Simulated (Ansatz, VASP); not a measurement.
**Ta: VASP beside Ansatz**

```
Ta
1.0
     2.90217    0.00000    0.00000
    -1.45108    2.51335    0.00000
     0.00000    0.00000    5.13824
Ta
2
Direct
  0.33333 0.66667 0.25000
  0.66667 0.33333 0.75000
```

Alike in both runs: functional PBE; k mesh 16 × 16 × 9; occupations fermi-dirac, width 0.05 eV; no spin polarisation.

Ansatz relaxed the structure, and its values are those at the end. VASP's run is a single point on that final structure, the one shown.

|  | VASP | Ansatz |
| --- | --- | --- |
| version | VASP 6.6.1 | Ansatz 0.2.0 |
| potentials or method | VASP PAW PBE potentials, release 64 (Ta_pv), cutoff 520 eV | all-electron LAPW, scalar-relativistic |

```tsv
	VASP	Ansatz	Ansatz less VASP
pressure (GPa)	0.1	0.0	-0.07
```

Ansatz ran all-electron here, and VASP with PAW potentials.

Neither program's run includes spin-orbit coupling.
